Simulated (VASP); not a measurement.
Write the native input for VASP 6.6.1 that does the following.

| Quantity | Value |
| --- | --- |
| Task | single point |
| Functional | PBEsol |
| Potentials or basis | VASP PAW PBE potentials, release 64 (Cu) |
| Cutoff | 520 eV |
| k mesh | 24 × 24 × 12 |
| Occupations | gaussian, width 0.15 eV |
| Spin | no spin polarisation |
| Dipole correction | no |
| Further INCAR settings | ALGO = Fast; EDIFF = 1e-07; NBANDS = 18 |

The structure of Cu lies in POSCAR:

```
Cu
1.0
    2.6608015033      0.0000000000      0.0000000000
   -1.3304007516      2.3043216963      0.0000000000
    0.0000000000      0.0000000000      4.0097567250
Cu
2
Direct
    0.3333333333      0.6666666667      0.2500000000
    0.6666666667      0.3333333333      0.7500000000
```

This cell differs from its parent crystal: strain +0.050 along x and y, -0.025 along z.

The input as run:

INCAR

```
  PREC = Accurate
  ENCUT = 520
  EDIFF = 1E-7
  ISMEAR = 0
  SIGMA = 0.15
  LREAL = False
  LASPH = True
  NELM = 100
  ALGO = Fast
  ISIF = 2
  LWAVE = False
  LCHARG = False
  GGA = PS
  NBANDS = 18
```

KPOINTS

```
regular mesh
0
Gamma
  24 24 12
```

Potentials or basis: VASP PAW PBE potentials, release 64 (Cu).

Command:

```sh
$ cat potpaw_PBE.64/Cu/POTCAR > POTCAR
$ mpirun -np 1 vasp_std > vasp.out
```

Results of the run:

The pressure is -9.5 GPa and the band gap on the k mesh is zero (band 11 reaches 10.47 eV, above the bottom of band 12 at 5.05 eV).

Caveat: the cell differs from its parent crystal (strain +0.050 along x and y, -0.025 along z); the PAW data sets were made with another functional, which shifts forces and pressure a little.

Run time: 92 s on 1 thread of Intel(R) Xeon(R) 6975P-C (Granite Rapids) (shared host), peak memory 0.25 GiB.
